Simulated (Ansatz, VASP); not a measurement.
# One calculation of Hf2TaN2, two programs

File INCAR:

```
SYSTEM = Hf2TaN2
ALGO = Normal ; EDIFF = 1E-6
EDIFFG = -0.01 ; ENCUT = 600
GGA = PE ; IBRION = 2
ISIF = 3 ; ISMEAR = 0
LASPH = .TRUE. ; LCHARG = .FALSE.
LREAL = .FALSE. ; LWAVE = .FALSE.
NELM = 100 ; NSW = 100
PREC = Accurate ; SIGMA = 0.1
```

File KPOINTS:

```
k-points
0
G
  12 12 6
  0 0 0
```

POSCAR

```
Hf2TaN2
1.0
    3.3994358350      0.0000000000      0.0000000000
   -1.6997179175      2.9439977917      0.0000000000
    0.0000000000      0.0000000000      8.3795018796
Hf Ta N
2 1 2
Direct
    0.6666666667      0.3333333333      0.6748793494
    0.3333333333      0.6666666667      0.3251206506
    0.0000000000      0.0000000000      0.0000000000
    0.6666666667      0.3333333333      0.3881352767
    0.3333333333      0.6666666667      0.6118647233
```

Input for Ansatz:

```yaml
crystal:
  lattice:
    - [3.399435835, 0.0, 0.0]
    - [-1.6997179175, 2.9439977917, 0.0]
    - [0.0, 0.0, 8.3795018796]
  atoms:
    - { symbol: Hf, position: [0.6666666667, 0.3333333333, 0.6748793494] }
    - { symbol: Hf, position: [0.3333333333, 0.6666666667, 0.3251206506] }
    - { symbol: Ta, position: [0.0, 0.0, 0.0] }
    - { symbol: "N", position: [0.6666666667, 0.3333333333, 0.3881352767] }
    - { symbol: "N", position: [0.3333333333, 0.6666666667, 0.6118647233] }
basis:
  ecutwfc: 420
kpoints:
  mp_grid: { grid: [12, 12, 6] }
hamiltonian:
  xc: pbe
scf:
  occupations: { method: gaussian, width: 0.1 }
output:
  forces: true
  stress: true
  eigenvalues: true
  write_density: true
  write_potential: true
  elf: true
  volumetric_format: npy
relax:
  adjacent_minimum: "off"
  f_tol: 0.01
  max_steps: 80
  cell: { stress_tol: 0.05 }
```

Change from the starting cell: species swapped into the Er2SeO2 type (P-3m1, No. 164).

Alike in both runs: task relaxation of cell and atoms; functional PBE; k mesh 12 × 12 × 6; occupations gaussian, width 0.1 eV; no spin polarisation.

|  | VASP | Ansatz |
| --- | --- | --- |
| version | VASP 6.6.1 | Ansatz 0.2.0 |
| potentials or method | VASP PAW PBE potentials, release 64 (Hf_pv, Ta_pv, N), cutoff 600 eV | scalar-relativistic, plane waves, PAW |
| valence electrons in the cell | 41 | 75 |

|  | VASP | Ansatz | Ansatz less VASP |
| --- | --- | --- | --- |
| gap on the k mesh at the Fermi level, each at its own relaxed structure (eV) | none | none | - |
| relaxed volume (Å³/atom) | 16.73 | 16.80 | +0.070 |
| relaxed cell length with the largest relative difference (Å) | 8.342 | 8.377 | +0.0348 |

A gap of «none» marks a metal or a gap that the smearing closes. VASP's potentials hold 41 valence electrons a cell and Ansatz's 75, so a difference there can come from the potentials and not from the codes.

Spin-orbit coupling is off throughout.
